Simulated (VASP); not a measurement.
# CO2 (I-42d) in VASP: further runs

The runs below take CO2 through relaxation of cell and atoms, single point, with PBEsol, HSE06.

Program: VASP 6.6.1. These are calculated values, not measurements. Logs are shortened: lines on timing, memory, paths and dates and some standing lists are left out, and cuts for length are marked.

## (1) The cell of the first run

It takes space group I-42d (No. 122, tetragonal). Conventional cell: a = 3.949 Å, b = 3.949 Å, c = 6.028 Å, α = 90.00°, β = 90.00°, γ = 90.00°. O (site symmetry 2) has 2 C at 1.40 Å within 1.9 Å. Within 1.9 Å of C (site symmetry -4) lie 4 O at 1.40 Å.

## (2) Relaxation of cell and atoms, PBEsol, target pressure 10 GPa, at which the enthalpy is minimised

File INCAR:

```
PREC = Accurate
ENCUT = 600
EDIFF = 1E-6
ISMEAR = -1
SIGMA = 0.05
LREAL = F
LASPH = T
NELM = 60
ALGO = Normal
ISIF = 3
LWAVE = F
LCHARG = F
GGA = PS
IBRION = 2
NSW = 60
EDIFFG = -0.01
PSTRESS = 100.0
```

File KPOINTS:

```
regular mesh
0
Gamma
  9 9 9
```

File POSCAR:

```
CO2
1.0
   -1.9747270000      1.9747270000      3.0140580000
    1.9747270000     -1.9747270000      3.0140580000
    1.9747270000      1.9747270000     -3.0140580000
O C
4 2
Direct
    0.8750000000      0.9597980000      0.5847980000
    0.3750000000      0.2902020000      0.4152020000
    0.0402020000      0.6250000000      0.9152020000
    0.7097980000      0.1250000000      0.0847980000
    0.0000000000      0.0000000000      0.0000000000
    0.7500000000      0.2500000000      0.5000000000
```

Potentials or basis: VASP PAW PBE potentials, release 64 (O, C).

Run with:

```
cat potpaw_PBE.64/O/POTCAR potpaw_PBE.64/C/POTCAR > POTCAR
mpirun -np 1 vasp_std > vasp.out
```

OUTCAR:

```text
PREC = Accurate
   ENCUT = 600
   EDIFF = 1E-6
   ISMEAR = -1
   LREAL = F
   LASPH = T
   NELM = 60
   ISIF = 3
   GGA = PS
   IBRION = 2
   NSW = 60
   EDIFFG = -0.01
   PSTRESS = 100.0

 ion  position               nearest neighbor table
   1  0.875  0.960  0.585-   5 1.40   6 1.40
   2  0.375  0.290  0.415-   5 1.40   6 1.40
   3  0.040  0.625  0.915-   6 1.40   5 1.40
   4  0.710  0.125  0.085-   5 1.40   6 1.40
   5  0.000  0.000  0.000-   1 1.40   2 1.40   4 1.40   3 1.40
   6  0.750  0.250  0.500-   1 1.40   3 1.40   4 1.40   2 1.40

  LATTYP: Found a body centered tetragonal cell.
 ALAT       =     3.9494540000
 C/A-ratio  =     1.5263162959

  Lattice vectors:

 A1 = (  -1.9747270000,   1.9747270000,   3.0140580000)
 A2 = (   1.9747270000,  -1.9747270000,   3.0140580000)
 A3 = (   1.9747270000,   1.9747270000,  -3.0140580000)

Analysis of symmetry for initial positions (statically):
=====================================================================
 Subroutine PRICEL returns:
 Original cell was already a primitive cell.

 Routine SETGRP: Setting up the symmetry group for a
 body centered tetragonal supercell.

 Subroutine GETGRP returns: Found  8 space group operations
 (whereof  4 operations were pure point group operations)
 out of a pool of 16 trial point group operations.

The static configuration has the point symmetry S_4 .
 The point group associated with its full space group is D_2d.

Analysis of symmetry for dynamics (positions and initial velocities):
=====================================================================
 Subroutine PRICEL returns:
 Original cell was already a primitive cell.

 Routine SETGRP: Setting up the symmetry group for a
 body centered tetragonal supercell.

 Subroutine GETGRP returns: Found  8 space group operations
 (whereof  4 operations were pure point group operations)
 out of a pool of 16 trial point group operations.

The dynamic configuration has the point symmetry S_4 .
 The point group associated with its full space group is D_2d.

 Subroutine INISYM returns: Found  8 space group operations
 (whereof  4 operations are pure point group operations),
 and found     1 'primitive' translations

----------------------------------------------------------------------------------------

                                     Primitive cell

  volume of cell :      47.0138

  direct lattice vectors                    reciprocal lattice vectors
    -1.974727000  1.974727000  3.014058000     0.000000000  0.253199556  0.165889309
     1.974727000 -1.974727000  3.014058000     0.253199556  0.000000000  0.165889309
     1.974727000  1.974727000 -3.014058000     0.253199556  0.253199556  0.000000000

  length of vectors
     4.108970562  4.108970562  4.108970562     0.302703284  0.302703284  0.358078246

  position of ions in fractional coordinates (direct lattice)
     0.875000000  0.959798000  0.584798000
     0.375000000  0.290202000  0.415202000
     0.040202000  0.625000000  0.915202000
     0.709798000  0.125000000  0.084798000
     0.000000000  0.000000000  0.000000000
     0.750000000  0.250000000  0.500000000

  ion indices of the primitive-cell ions
   primitive index   ion index
                 1           1
                 2           2
                 3           3
                 4           4
                 5           5
                 6           6

----------------------------------------------------------------------------------------

 KPOINTS: regular mesh

Automatic generation of k-mesh.
 Grid dimensions read from file:
 generate k-points for:    9    9    9

 Generating k-lattice:

  Cartesian coordinates                     Fractional coordinates (reciprocal lattice)
     0.000000000  0.028133284  0.018432145     0.111111111 -0.000000000  0.000000000
     0.028133284  0.000000000  0.018432145    -0.000000000  0.111111111  0.000000000
     0.028133284  0.028133284  0.000000000     0.000000000  0.000000000  0.111111111

  Length of vectors
     0.033633698  0.033633698  0.039786472

  Shift w.r.t. Gamma in fractional coordinates (k-lattice)
     0.000000000  0.000000000  0.000000000

 Subroutine IBZKPT returns following result:
 ===========================================

 Found     75 irreducible k-points:

 Following reciprocal coordinates:
            Coordinates               Weight
  0.000000  0.000000  0.000000      1.000000
  0.111111 -0.000000  0.000000      8.000000
  0.222222 -0.000000  0.000000      8.000000
  0.333333 -0.000000  0.000000      8.000000
  0.444444 -0.000000  0.000000      8.000000
  0.111111  0.111111  0.000000      8.000000
[... 16 lines left out ...]
 -0.333333  0.333333  0.000000      4.000000
  0.444444  0.444444  0.000000      8.000000
 [... further k-points ...]
   k-points           NKPTS =     75   k-points in BZ     NKDIM =     75   number of bands    NBANDS=     20
   number of dos      NEDOS =    301   number of ions     NIONS =      6
   total plane-waves  NPLWV =  46656
   dimension x,y,z NGX =    36 NGY =   36 NGZ =   36
   dimension x,y,z NGXF=    72 NGYF=   72 NGZF=   72
   ions per type =               4   2
   NGX,Y,Z   is equivalent  to a cutoff of  14.57, 14.57, 14.57 a.u.
   NGXF,Y,Z  is equivalent  to a cutoff of  29.13, 29.13, 29.13 a.u.
 SYSTEM =  unknown system
   PREC   = accura    normal or accurate (medium, high low for compatibility)
   ISTART =      0    job   : 0-new  1-cont  2-samecut
   ICHARG =      2    charge: 1-file 2-atom 10-const
   ISPIN  =      1    spin polarized calculation?
   LNONCOLLINEAR =      F non collinear calculations
   LSORBIT =      F    spin-orbit coupling
   LASPH  =      T    aspherical Exc in radial PAW
   ENCUT  =  600.0 eV  44.10 Ry    6.64 a.u.   8.21  8.21  8.21*2*pi/ulx,y,z
   NELM   =     60;   NELMIN=  2; NELMDL= -5     # of ELM steps
   EDIFF  = 0.1E-05   stopping-criterion for ELM
   LREAL  =      F    real-space projection
   EDIFFG = -.1E-01   stopping-criterion for IOM
   NSW    =     60    number of steps for IOM
   IBRION =      2    ionic relax: 0-MD 1-quasi-New 2-CG
   NFREE  =      1    steps in history (QN), initial steepest desc. (CG)
   ISIF   =      3    stress and relaxation
   ISYM   =      2    0-nonsym 1-usesym 2-fastsym
   POTIM  = 0.5000    time-step for ionic-motion
   TEBEG  =    0.0;   TEEND  =   0.0 temperature during run
   PSTRESS=  100.0 pullay stress
   NELECT =      32.0000    total number of electrons
   NUPDOWN=      -1.0000    fix difference up-down
   EMIN   =  10.00;   EMAX   =-10.00  energy-range for DOS
   EFERMI =   0.00;   METHOD = LEGACY
   ISMEAR =    -1;   SIGMA  =   0.05  broadening in eV -4-tet -1-fermi 0-gaus
   EFERMI_NEDOS =   21; number of points for ismear=-14 and -15
   IALGO  =     38    algorithm
   IMIX   =      4    mixing-type and parameters
     AMIX     =   0.40;   BMIX     =  1.00
     AMIX_MAG =   1.60;   BMIX_MAG =  1.00
  volume/ion in A,a.u.               =       7.84        52.88
  Fermi-wavevector in a.u.,A,eV,Ry     =   1.440068  2.721333 28.215694  2.073795
  Thomas-Fermi vector in A             =   2.558853
   LORBIT       =      0    0 simple, 1 ext, 2 COOP (PROOUT), +10 PAW based schemes
   GGA     = PS    functional components
   LHFCALC =     F    Hartree Fock is set to
   AEXX    =    0.0000 exact exchange contribution
   IVDW    =     0    specifies the selected vdW correction
   LEPSILON=     F    determine dielectric tensor
   LRPA    =     F    only Hartree local field effects (RPA)
 conjugate gradient relaxation of ions
 non-spin polarized calculation
  energy-cutoff  :      600.00
  volume of cell :       47.01
 maximum number of plane-waves:      1584
 NGX is ok and might be reduce to    36
   NGX = 17   NGY = 17   NGZ = 17

--------------------------------------- Ionic step        1  -------------------------------------------

 number of electron      31.9999994 magnetization

 Free energy of the ion-electron system (eV)
  ---------------------------------------------------
  ext. energy  EPLUGINS =         0.00000000
  ---------------------------------------------------
  free energy    TOTEN  =       -46.11544488 eV

  energy without entropy =      -46.11544488  energy(sigma->0) =      -46.11544488

------------------------ aborting loop because EDIFF is reached ----------------------------------------

  FORCE on cell =-STRESS in cart. coord.  units (eV):
  Direction    XX          YY          ZZ          XY          YZ          ZX
  --------------------------------------------------------------------------------------
  -------------------------------------------------------------------------------------
  Total       -1.4238554     -1.4238554     -1.9174068      0.0000000     -0.0000000      0.0000000
  in kB      -48.5233450    -48.5233450    -65.3430068      0.0000000     -0.0000000      0.0000000
  external PRESSURE =    -154.1298989 kB  Pullay stress =     100.0000000 kB
[... 105 lines left out ...]
  FREE ENERGIE OF THE ION-ELECTRON SYSTEM (eV)
  ---------------------------------------------------
  free  energy   TOTEN  =       -46.0898037546 eV

  energy  without entropy=      -46.0898037546  energy(sigma->0) =      -46.08980375

  enthalpy is  TOTEN    =       -43.3011662080 eV   P V=        2.7886375467

[... ionic steps 4 to 12 ...]

--------------------------------------- Ionic step       13  -------------------------------------------

 number of electron      32.0000006 magnetization

------------------------ aborting loop because EDIFF is reached ----------------------------------------

  FORCE on cell =-STRESS in cart. coord.  units (eV):
  Direction    XX          YY          ZZ          XY          YZ          ZX
  --------------------------------------------------------------------------------------
  -------------------------------------------------------------------------------------
  Total        2.5241698      2.5241698      2.5552245      0.0000000      0.0000000      0.0000000
  in kB       94.0643186     94.0643186     95.2215860      0.0000000      0.0000000      0.0000000
  external PRESSURE =      -5.5499256 kB  Pullay stress =     100.0000000 kB
[... 69 lines left out ...]
  enthalpy is  TOTEN    =       -43.3784947704 eV   P V=        2.6764571242

--------------------------------------- Ionic step       15  -------------------------------------------

 number of electron      32.0000006 magnetization

 Free energy of the ion-electron system (eV)
  ---------------------------------------------------
  ext. energy  EPLUGINS =         0.00000000
  ---------------------------------------------------
  free energy    TOTEN  =       -46.05465254 eV

  energy without entropy =      -46.05465254  energy(sigma->0) =      -46.05465254

 E-fermi :   4.1613     XC(G=0): -11.9161

 val. band max:        3.0816540872   @ k =   0.4444  -0.0000   0.0000
 cond. band min:      10.6718678370   @ k =   0.0000   0.0000   0.0000
 fundamental gap:      7.5902137499
 Fermi energy:         4.1613427192

 k-point     1 :       0.0000    0.0000    0.0000
  band No.  band energies     occupation
      1     -21.5140      2.00000
      2     -16.0207      2.00000
      3     -16.0207      2.00000
      4     -15.3030      2.00000
      5     -11.5326      2.00000
      6      -6.9042      2.00000
[... 12 lines left out ...]
     19      12.9051      0.00000
[... 513 lines left out ...]
      4     -16.1642      2.00000
      5      -8.7473      2.00000
      6      -8.5324      2.00000
[... 12 lines left out ...]
     19      13.1794      0.00000
     20      13.3903      0.00000

 [... further k-points ...]
[... 5 lines left out ...]
  --------------------------------------------------------------------------------------
  -------------------------------------------------------------------------------------
  Total        2.6730925      2.6730925      2.7034301      0.0000000      0.0000000      0.0000000
  in kB       99.8862490     99.8862490    101.0198841      0.0000000      0.0000000      0.0000000
  external PRESSURE =       0.2641273 kB  Pullay stress =     100.0000000 kB
[... 21 lines left out ...]
  FREE ENERGIE OF THE ION-ELECTRON SYSTEM (eV)
  ---------------------------------------------------
  free  energy   TOTEN  =       -46.0546525384 eV

  energy  without entropy=      -46.0546525383  energy(sigma->0) =      -46.05465254

  enthalpy is  TOTEN    =       -43.3785159348 eV   P V=        2.6761366036

 reached required accuracy - stopping structural energy minimisation
```

It took 5.2 min on 1 thread of Intel Xeon 6975P-C (Granite Rapids), shared host; peak memory 0.24 GiB.

What came out:

| Item | Value |
| --- | --- |
| Free energy | -46.0547 eV |
| Relaxed volume | 7.15 Å³/atom |
| Relaxed cell | a = 3.998 Å, b = 3.998 Å, c = 3.998 Å, α = 123.09°, β = 123.09°, γ = 84.72° |
| Space group after relaxing (to 0.1 Å) | I-42d (No. 122) |
| Energy change on relaxing (the run minimises the enthalpy) | +10.1 meV/atom |
| Ionic steps | 15 |
| Pressure after relaxing | 10.0 GPa |
| Band gap on the k mesh | 7.59 eV (least direct gap 7.91 eV) |

Stress tensor (GPa, compression positive):
```
 9.99  0.00  0.00
 0.00  9.99  0.00
 0.00  0.00 10.10
```

Step by step:
| step | energy change (eV) | largest force (eV/Å) | pressure (GPa) | volume (Å³) |
| --- | --- | --- | --- | --- |
| 1 | 0.0000 | 0.1232 | -5.41 | 47.01 |
| 2 | 0.3629 | 1.8138 | 31.43 | 42.07 |
| 3 | 0.0256 | 0.6849 | 9.35 | 44.68 |
| 4 | 0.0255 | 0.2646 | 9.46 | 43.73 |
| 5 | 0.0494 | 0.0087 | 9.54 | 43.20 |
| 6 | 0.0583 | 0.0490 | 10.62 | 43.00 |
| 7 | 0.0774 | 0.1193 | 12.37 | 42.67 |
| 8 | 0.0754 | 0.0846 | 11.91 | 42.68 |
| 9 | 0.0717 | 0.0181 | 10.59 | 42.71 |
| 10 | 0.0715 | 0.0259 | 10.51 | 42.71 |
| 11 | 0.0697 | 0.0241 | 10.41 | 42.74 |
| 12 | 0.0641 | 0.0190 | 10.08 | 42.82 |
| 13 | 0.0537 | 0.0100 | 9.45 | 42.99 |
| 14 | 0.0605 | 0.0162 | 9.87 | 42.88 |
| 15 | 0.0608 | 0.0000 | 10.03 | 42.88 |

Final structure:
```
O C
1.0
    -1.90485    1.90485    2.95417
     1.90485   -1.90485    2.95417
     1.90485    1.90485   -2.95417
O C
4 2
Direct
  0.87500 0.94612 0.57112
  0.37500 0.30388 0.42888
  0.05388 0.62500 0.92888
  0.69612 0.12500 0.07112
  0.00000 0.00000 0.00000
  0.75000 0.25000 0.50000
```

Caveat: the cell is relaxed towards a set pressure, so the run minimises the enthalpy, not the energy; the PAW data sets were made with another functional, which shifts forces and pressure a little. A k mesh can miss the band edges.

## (3) Relaxation of cell and atoms, PBEsol, target pressure 20 GPa, at which the enthalpy is minimised

File INCAR:

```
SYSTEM = CO2
PREC     = Accurate       ! precision mode
ENCUT    = 600            ! plane-wave cutoff, eV
EDIFF    = 1E-6           ! SCF threshold, eV
ISMEAR   = -1             ! smearing method
SIGMA    = 0.05           ! smearing width, eV
LREAL    = .False.        ! projectors in reciprocal space
LASPH    = .True.         ! aspherical terms in the spheres
NELM     = 80             ! most SCF steps
ALGO     = Normal         ! electronic algorithm
ISIF     = 3              ! what is computed and relaxed
LWAVE    = .False.        ! write WAVECAR
LCHARG   = .False.        ! write CHGCAR
GGA      = PS             ! functional
IBRION   = 2              ! ionic algorithm
NSW      = 60             ! ionic steps
EDIFFG   = -0.01          ! ionic threshold
PSTRESS  = 200.0
```

File KPOINTS:

```
regular mesh
0
Gamma
  9 9 9
  0 0 0
```

POSCAR is that of step 2.

Potentials or basis: VASP PAW PBE potentials, release 64 (O, C).

Run with:

```
cat potpaw_PBE.64/O/POTCAR potpaw_PBE.64/C/POTCAR > POTCAR
mpirun -np 1 vasp_std > vasp.out
```

It took 6.1 min on 1 thread of Intel Xeon 6975P-C (Granite Rapids), shared host; peak memory 0.24 GiB.

It converged, with:

* Free energy: -45.8548 eV
* Relaxed volume: 6.79 Å³/atom
* Relaxed cell: a = 3.951 Å, b = 3.951 Å, c = 3.951 Å, α = 123.93°, β = 123.93°, γ = 83.31°
* Space group after relaxing (to 0.1 Å): I-42d (No. 122)
* Energy change on relaxing (the run minimises the enthalpy): +43.4 meV/atom
* Ionic steps: 17
* Pressure after relaxing: 20.0 GPa
* Largest force after relaxing: 0.006 eV/Å
* Band gap on the k mesh: 7.54 eV (least direct gap 7.79 eV)

Forces on the atoms (eV/Å):
```
O    0.006  0.000  0.000
O   -0.006  0.000  0.000
O    0.000 -0.006  0.000
O    0.000  0.006  0.000
C    0.000  0.000  0.000
C    0.000  0.000  0.000
```

Stress tensor (GPa, compression positive):
```
20.03  0.00  0.00
 0.00 20.03  0.00
 0.00  0.00 19.91
```

Step by step:
```
step  energy change (eV)  largest force (eV/Å)  pressure (GPa)  volume (Å³)
   1              0.0000                0.1232           -5.41        47.01
   2              1.2577                3.3783           65.65        39.05
   3              0.1348                1.1599           18.78        43.41
   4              0.1568                0.3796           18.72        41.92
   5              0.2241                0.0327           18.85        41.24
   6              0.2187                0.0056           18.85        41.28
   7              0.2600                0.1152           21.82        40.87
   8              0.2911                0.1950           23.79        40.61
   9              0.2875                0.1472           23.22        40.60
  10              0.2817                0.0059           21.58        40.58
  11              0.2931                0.2696           18.44        40.52
  12              0.2823                0.0944           20.44        40.56
  13              0.2778                0.0669           20.41        40.59
  14              0.2661                0.0081           20.38        40.68
  15              0.2656                0.0109           20.40        40.68
  16              0.2592                0.0115           19.90        40.73
  17              0.2606                0.0062           19.99        40.72
```

Final structure:
```cif
data_structure
_symmetry_space_group_name_H-M 'P 1'
_symmetry_Int_Tables_number 1
_cell_length_a 3.9512
_cell_length_b 3.9512
_cell_length_c 3.9512
_cell_angle_alpha 123.934
_cell_angle_beta 123.934
_cell_angle_gamma 83.311
_cell_volume 40.72
loop_
_atom_site_label
_atom_site_type_symbol
_atom_site_fract_x
_atom_site_fract_y
_atom_site_fract_z
_atom_site_occupancy
O1 O 0.87500 0.93699 0.56199 1
O2 O 0.37500 0.31301 0.43801 1
O3 O 0.06301 0.62500 0.93801 1
O4 O 0.68699 0.12500 0.06199 1
C1 C 0.00000 0.00000 0.00000 1
C2 C 0.75000 0.25000 0.50000 1
```

Levels at points of the mesh, in eV from the valence-band top:
| k point | band 13 | band 14 | band 15 | band 16 | band 17 | band 18 | band 19 | band 20 |
| --- | --- | --- | --- | --- | --- | --- | --- | --- |
| (0.00, 0.00, 0.00) | -1.70 | -0.65 | -0.65 | -0.25 | 7.54 | 10.11 | 10.11 | 10.45 |

Caveat: the cell is relaxed towards a set pressure, so the run minimises the enthalpy, not the energy; the PAW data sets were made with another functional, which shifts forces and pressure a little. A k mesh can miss the band edges.

(Part 1 of 2 ends here.)
